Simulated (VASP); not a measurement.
Runs of VASP 6.6.1 on GaN. The structure is that of space group P6_3mc (No. 186), or close to it. The cells are those of the table. 

```csv
cell,gap on the mesh (eV),pressure (GPa),largest force (eV/Å)
"a = 3.180, b = 3.180, c = 5.321 Å, angles 90.0, 90.0, 120.0°, 4 atoms",2.08,-3.4,0.12
"a = 3.228, b = 3.228, c = 5.321 Å, angles 90.0, 90.0, 120.0°, 4 atoms",1.92,-8.5,0.02
"a = 3.180, b = 3.180, c = 5.089 Å, angles 90.0, 90.0, 120.0°, 4 atoms",2.52,5.5,0.35
"a = 3.275, b = 3.275, c = 5.243 Å, angles 90.0, 90.0, 120.0°, 4 atoms",1.89,-10.7,0.23
"a = 3.228, b = 3.228, c = 5.011 Å, angles 90.0, 90.0, 120.0°, 4 atoms",2.39,(a),0.79
"a = 3.228, b = 3.228, c = 5.089 Å, angles 90.0, 90.0, 120.0°, 4 atoms",(b),-0.4,0.51
"a = 3.132, b = 3.132, c = 5.321 Å, angles 90.0, 90.0, 120.0°, 4 atoms",2.21,2.7,0.29
"a = 3.275, b = 3.275, c = 5.011 Å, angles 90.0, 90.0, 120.0°, 4 atoms",2.17,-2.2,0.92
```

Alike in all rows: task single point; level r2SCAN; potentials or basis VASP PAW PBE potentials, release 64 (Ga_d, N); no spin polarisation; k mesh 12 × 12 × 6; cutoff (eV) 520; smearing gaussian 0.05 eV.

Problem. Fill in the values left out.

Solution. (a) 3.1; (b) 2.30.

Caveats: the PAW data sets were made with another functional, which shifts forces and pressure a little; the cell stands under tension (at least some runs); the cell stands under pressure (at least some runs).

A k mesh can miss the band edges, and the runs leave out spin-orbit coupling on Ga.
